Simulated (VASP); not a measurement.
Tl3TeI: single point with LDA

The system is Tl3TeI.

```
CELL_PARAMETERS angstrom
7.27731 0.00000 0.00000
0.00000 7.27731 0.00000
0.00000 0.00000 7.27731
ATOMIC_POSITIONS crystal
I 0.00000 0.00000 0.00000
Te 0.50000 0.50000 0.50000
Tl 0.50000 0.50000 0.00000
Tl 0.50000 0.00000 0.50000
Tl 0.00000 0.50000 0.50000
```

* Program: VASP 6.6.1
* Task: single point
* Functional: LDA
* Potentials or basis: VASP PAW LDA potentials, release 64 (I, Te, Tl_d)
* Cutoff: 520 eV
* k mesh: 4 × 4 × 4
* Occupations: gaussian, width 0.05 eV
* Spin: no spin polarisation
* Dipole correction: no
* Further INCAR settings: ALGO = Fast; EDIFF = 1e-07; NBANDS = 34

```json
{
  "Pressure": "-2.3 GPa",
  "Band gap on the k mesh": "0.72 eV (least direct gap 0.79 eV)"
}
```

Levels at points of the mesh, in eV from the valence-band top:
```tsv
k point	band 22	band 23	band 24	band 25	band 26	band 27	band 28	band 29	band 30	band 31
(0.00, 0.00, 0.00)	-1.54	-1.54	-0.83	-0.83	-0.83	2.14	2.14	2.14	2.17	2.17
(0.50, 0.00, 0.00)	-1.44	-0.87	-0.87	-0.85	-0.17	1.65	1.81	1.81	1.83	2.03
(0.50, 0.50, 0.00)	-0.92	-0.92	-0.84	-0.07	-0.07	0.72	1.67	1.67	1.84	2.04
(0.50, 0.50, 0.50)	-1.02	-1.02	0.00	0.00	0.00	1.15	1.15	1.15	1.65	2.42
```

It took 69 s on 1 thread of Intel(R) Xeon(R) 6975P-C (Granite Rapids), with other jobs on the host, peak memory 0.38 GiB.

Caveat: spin-orbit coupling is left out, which moves the levels of the heavy elements. A k mesh can miss the band edges.
